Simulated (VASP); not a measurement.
# BaO (Fm-3m) in VASP: single point with PBE

Aim: the single point of BaO with PBE.

All numbers are computed with VASP 6.6.1; they aren't measurements. Logs are shortened: lines on timing, memory, paths and dates and some standing lists are left out, and cuts for length are marked.

### 1 The cell of the first run

The structure is cubic, space group Fm-3m (No. 225). Conventional cell: a = 5.544 Å, b = 5.544 Å, c = 5.544 Å, α = 90.00°, β = 90.00°, γ = 90.00°. Ba (site symmetry m-3m) has 6 O at 2.77 Å within 3.7 Å. O (site symmetry m-3m) has 6 Ba at 2.77 Å within 3.7 Å.

### 2 Single point, PBE

The input, INCAR:

```
PREC     = Accurate       # precision mode
ENCUT    = 600            # plane-wave cutoff, eV
EDIFF    = 1E-6           # SCF threshold, eV
ISMEAR   = 0              # smearing method
SIGMA    = 0.01           # smearing width, eV
LREAL    = False          # projectors in reciprocal space
LASPH    = True           # aspherical terms in the spheres
NELM     = 120            # most SCF steps
ALGO     = Normal         # electronic algorithm
ISIF     = 2              # what is computed and relaxed
LWAVE    = False          # write WAVECAR
LCHARG   = False          # write CHGCAR
GGA      = PE             # functional
ISYM     = 0            
NBANDS   = 15             # bands
GGA_COMPAT= False
```

The input, KPOINTS:

```
regular mesh
0
Gamma
  6 6 6
```

The input, POSCAR:

```
BaO
1.0
    0.0000000000      2.7718674917      2.7718674917
    2.7718674917      0.0000000000      2.7718674917
    2.7718674917      2.7718674917      0.0000000000
Ba O
1 1
Direct
    0.0000000000      0.0000000000      0.0000000000
    0.5000000000      0.5000000000      0.5000000000
```

Potentials or basis: VASP PAW PBE potentials, release 64 (Ba_sv, O).

Run with:

```
> cat potpaw_PBE.64/Ba_sv/POTCAR potpaw_PBE.64/O/POTCAR > POTCAR
> mpirun -np 1 vasp_std > vasp.out
```

OUTCAR:

```text
PREC = Accurate
   ENCUT = 600
   EDIFF = 1E-6
   ISMEAR = 0
   LREAL = False
   LASPH = True
   NELM = 120
   ISIF = 2
   GGA = PE
   ISYM = 0

 ion  position               nearest neighbor table
   1  0.000  0.000  0.000-   2 2.77   2 2.77   2 2.77   2 2.77   2 2.77   2 2.77
   2  0.500  0.500  0.500-   1 2.77   1 2.77   1 2.77   1 2.77   1 2.77   1 2.77

IMPORTANT INFORMATION: All symmetrisations will be switched off!
NOSYMM: (Re-)initialisation of all symmetry stuff for point group C_1.

----------------------------------------------------------------------------------------

                                     Primitive cell

  volume of cell :      42.5939

  direct lattice vectors                    reciprocal lattice vectors
     0.000000000  2.771867492  2.771867492    -0.180383803  0.180383803  0.180383803
     2.771867492  0.000000000  2.771867492     0.180383803 -0.180383803  0.180383803
     2.771867492  2.771867492  0.000000000     0.180383803  0.180383803 -0.180383803

  length of vectors
     3.920012600  3.920012600  3.920012600     0.312433912  0.312433912  0.312433912

  position of ions in fractional coordinates (direct lattice)
     0.000000000  0.000000000  0.000000000
     0.500000000  0.500000000  0.500000000

  ion indices of the primitive-cell ions
   primitive index   ion index
                 1           1
                 2           2

----------------------------------------------------------------------------------------

 KPOINTS: regular mesh

Automatic generation of k-mesh.
 Grid dimensions read from file:
 generate k-points for:    6    6    6

 Generating k-lattice:

  Cartesian coordinates                     Fractional coordinates (reciprocal lattice)
    -0.030063967  0.030063967  0.030063967     0.166666667  0.000000000  0.000000000
     0.030063967 -0.030063967  0.030063967     0.000000000  0.166666667  0.000000000
     0.030063967  0.030063967 -0.030063967     0.000000000  0.000000000  0.166666667

  Length of vectors
     0.052072319  0.052072319  0.052072319

  Shift w.r.t. Gamma in fractional coordinates (k-lattice)
     0.000000000  0.000000000  0.000000000

 Subroutine IBZKPT returns following result:
 ===========================================

 Found    112 irreducible k-points:

 Following reciprocal coordinates:
            Coordinates               Weight
  0.000000  0.000000  0.000000      1.000000
  0.166667  0.000000  0.000000      2.000000
  0.000000  0.166667  0.000000      2.000000
  0.000000  0.000000  0.166667      2.000000
  0.166667  0.166667  0.166667      2.000000
  0.333333  0.000000  0.000000      2.000000
[... 16 lines left out ...]
  0.166667 -0.166667 -0.166667      2.000000
  0.333333  0.333333  0.166667      2.000000
 [... further k-points ...]
   k-points           NKPTS =    112   k-points in BZ     NKDIM =    112   number of bands    NBANDS=     15
   number of dos      NEDOS =    301   number of ions     NIONS =      2
   total plane-waves  NPLWV =  32768
   dimension x,y,z NGX =    32 NGY =   32 NGZ =   32
   dimension x,y,z NGXF=    64 NGYF=   64 NGZF=   64
   ions per type =               1   1
   NGX,Y,Z   is equivalent  to a cutoff of  13.57, 13.57, 13.57 a.u.
   NGXF,Y,Z  is equivalent  to a cutoff of  27.14, 27.14, 27.14 a.u.
 SYSTEM =  unknown system
   PREC   = accura    normal or accurate (medium, high low for compatibility)
   ISTART =      0    job   : 0-new  1-cont  2-samecut
   ICHARG =      2    charge: 1-file 2-atom 10-const
   ISPIN  =      1    spin polarized calculation?
   LNONCOLLINEAR =      F non collinear calculations
   LSORBIT =      F    spin-orbit coupling
   LASPH  =      T    aspherical Exc in radial PAW
   ENCUT  =  600.0 eV  44.10 Ry    6.64 a.u.   7.83  7.83  7.83*2*pi/ulx,y,z
   NELM   =    120;   NELMIN=  2; NELMDL= -5     # of ELM steps
   EDIFF  = 0.1E-05   stopping-criterion for ELM
   LREAL  =      F    real-space projection
   EDIFFG = 0.1E-04   stopping-criterion for IOM
   NSW    =      0    number of steps for IOM
   IBRION =     -1    ionic relax: 0-MD 1-quasi-New 2-CG
   NFREE  =      0    steps in history (QN), initial steepest desc. (CG)
   ISIF   =      2    stress and relaxation
   ISYM   =      0    0-nonsym 1-usesym 2-fastsym
   POTIM  = 0.5000    time-step for ionic-motion
   TEBEG  =    0.0;   TEEND  =   0.0 temperature during run
   PSTRESS=    0.0 pullay stress
   NELECT =      16.0000    total number of electrons
   NUPDOWN=      -1.0000    fix difference up-down
   EMIN   =  10.00;   EMAX   =-10.00  energy-range for DOS
   EFERMI =   0.00;   METHOD = LEGACY
   ISMEAR =     0;   SIGMA  =   0.01  broadening in eV -4-tet -1-fermi 0-gaus
   EFERMI_NEDOS =   21; number of points for ismear=-14 and -15
   IALGO  =     38    algorithm
   IMIX   =      4    mixing-type and parameters
     AMIX     =   0.40;   BMIX     =  1.00
     AMIX_MAG =   1.60;   BMIX_MAG =  1.00
  volume/ion in A,a.u.               =      21.30       143.72
  Fermi-wavevector in a.u.,A,eV,Ry     =   1.181224  2.232190 18.984084  1.395291
  Thomas-Fermi vector in A             =   2.317502
   LORBIT       =      0    0 simple, 1 ext, 2 COOP (PROOUT), +10 PAW based schemes
   GGA     = PE    functional components
   LHFCALC =     F    Hartree Fock is set to
   AEXX    =    0.0000 exact exchange contribution
   IVDW    =     0    specifies the selected vdW correction
   LEPSILON=     F    determine dielectric tensor
   LRPA    =     F    only Hartree local field effects (RPA)
 non-spin polarized calculation
 Gauss-broadening in eV      SIGMA  =   0.01
  energy-cutoff  :      600.00
  volume of cell :       42.59
 maximum number of plane-waves:      1435
   NGX = 15   NGY = 15   NGZ = 15

 number of electron      16.0000000 magnetization

 Free energy of the ion-electron system (eV)
  ---------------------------------------------------
  ext. energy  EPLUGINS =         0.00000000
  ---------------------------------------------------
  free energy    TOTEN  =       -11.79652094 eV

  energy without entropy =      -11.79652094  energy(sigma->0) =      -11.79652094

 E-fermi :   1.9814     XC(G=0):  -9.6077

 val. band max:        1.8583038459   @ k =   0.0000   0.5000   0.5000
 cond. band min:       3.8422209614   @ k =   0.5000   0.5000   0.0000
 fundamental gap:      1.9839171156
 Fermi energy:         1.9814487656

 k-point     1 :       0.0000    0.0000    0.0000
  band No.  band energies     occupation
      1     -24.0539      2.00000
      2     -13.1514      2.00000
      3      -8.5712      2.00000
      4      -8.5712      2.00000
      5      -8.5712      2.00000
      6       1.5228      2.00000
      7       1.5228      2.00000
      8       1.5228      2.00000
      9       5.3928      0.00000
     10       6.5426      0.00000
     11       6.5426      0.00000
     12       6.5426      0.00000
     13       8.8021      0.00000
     14       8.8021      0.00000
     15      11.8305      0.00000

 k-point     2 :       0.1667    0.0000    0.0000
  band No.  band energies     occupation
      1     -23.9926      2.00000
      2     -13.3309      2.00000
      3      -8.6316      2.00000
      4      -8.6021      2.00000
      5      -8.6021      2.00000
      6       0.9847      2.00000
      7       1.1922      2.00000
      8       1.1922      2.00000
      9       6.2574      0.00000
     10       6.5981      0.00000
     11       7.0465      0.00000
     12       7.0465      0.00000
     13       9.4795      0.00000
     14       9.4795      0.00000
     15      13.4213      0.00000

 k-point     3 :       0.0000    0.1667    0.0000
  band No.  band energies     occupation
      1     -23.9926      2.00000
      2     -13.3309      2.00000
      3      -8.6316      2.00000
      4      -8.6021      2.00000
      5      -8.6021      2.00000
      6       0.9847      2.00000
      7       1.1922      2.00000
      8       1.1922      2.00000
      9       6.2574      0.00000
     10       6.5981      0.00000
     11       7.0465      0.00000
     12       7.0465      0.00000
     13       9.4795      0.00000
     14       9.4795      0.00000
     15      13.4213      0.00000

 k-point     4 :       0.0000    0.0000    0.1667
  band No.  band energies     occupation
      1     -23.9926      2.00000
      2     -13.3309      2.00000
      3      -8.6316      2.00000
      4      -8.6021      2.00000
      5      -8.6021      2.00000
      6       0.9847      2.00000
      7       1.1922      2.00000
      8       1.1922      2.00000
      9       6.2574      0.00000
     10       6.5981      0.00000
     11       7.0465      0.00000
     12       7.0465      0.00000
     13       9.4795      0.00000
     14       9.4795      0.00000
     15      13.4213      0.00000
[... 307 lines left out ...]
 k-point    22 :       0.1667    0.3333    0.0000
  band No.  band energies     occupation
      1     -23.8696      2.00000
      2     -13.5473      2.00000
      3      -8.8506      2.00000
      4      -8.8257      2.00000
      5      -8.8053      2.00000
      6       0.4293      2.00000
      7       1.0878      2.00000
      8       1.2090      2.00000
      9       5.4291      0.00000
     10       7.5789      0.00000
     11       8.7621      0.00000
     12       8.7706      0.00000
     13      10.2717      0.00000
     14      11.0223      0.00000
     15      16.0817      0.00000

 k-point    23 :       0.1667   -0.1667   -0.1667
  band No.  band energies     occupation
      1     -23.8696      2.00000
      2     -13.5473      2.00000
      3      -8.8506      2.00000
      4      -8.8257      2.00000
      5      -8.8053      2.00000
      6       0.4293      2.00000
      7       1.0878      2.00000
      8       1.2090      2.00000
      9       5.4291      0.00000
     10       7.5789      0.00000
     11       8.7621      0.00000
     12       8.7706      0.00000
     13      10.2717      0.00000
     14      11.0223      0.00000
     15      16.0817      0.00000

 k-point    24 :       0.3333    0.3333    0.1667
  band No.  band energies     occupation
      1     -23.8696      2.00000
      2     -13.5473      2.00000
      3      -8.8506      2.00000
      4      -8.8257      2.00000
      5      -8.8053      2.00000
      6       0.4293      2.00000
      7       1.0878      2.00000
      8       1.2090      2.00000
      9       5.4291      0.00000
     10       7.5789      0.00000
     11       8.7621      0.00000
     12       8.7706      0.00000
     13      10.2717      0.00000
     14      11.0223      0.00000
     15      16.0817      0.00000

 [... further k-points ...]
[... 5 lines left out ...]
  --------------------------------------------------------------------------------------
  -------------------------------------------------------------------------------------
  Total        0.7384358      0.7384359      0.7384359      0.0000008      0.0000011      0.0000004
  in kB       27.7763996     27.7764036     27.7764027      0.0000297      0.0000423      0.0000165
  external PRESSURE =      27.7764020 kB  Pullay stress =       0.0000000 kB

 VOLUME and BASIS-vectors are now :
 -----------------------------------------------------------------------------
  energy-cutoff  :      600.00
  volume of cell :       42.59
      direct lattice vectors                 reciprocal lattice vectors
     0.000000000  2.771867492  2.771867492    -0.180383803  0.180383803  0.180383803
     2.771867492  0.000000000  2.771867492     0.180383803 -0.180383803  0.180383803
     2.771867492  2.771867492  0.000000000     0.180383803  0.180383803 -0.180383803

 POSITION                                       TOTAL-FORCE (eV/Angst)
 -----------------------------------------------------------------------------------
      0.00000      0.00000      0.00000         0.000000     -0.000000     -0.000000
      2.77187      2.77187      2.77187        -0.000000      0.000000      0.000000
 -----------------------------------------------------------------------------------
    total drift:                                0.000000      0.000000      0.000000

  FREE ENERGIE OF THE ION-ELECTRON SYSTEM (eV)
  ---------------------------------------------------
  free  energy   TOTEN  =       -11.7965209358 eV

  energy  without entropy=      -11.7965209358  energy(sigma->0) =      -11.79652094
```

Run time: 46 s. Hardware: 1 thread of AMD EPYC 9R45 (Zen 5), shared host; peak memory 0.21 GiB.

What came out:

```yaml
Free_energy: -11.7965 eV
Pressure: 2.8 GPa
Band_gap_on_the_k_mesh: 1.98 eV, direct
```

Caveat: spin-orbit coupling is left out, which moves the levels of the heavy elements.
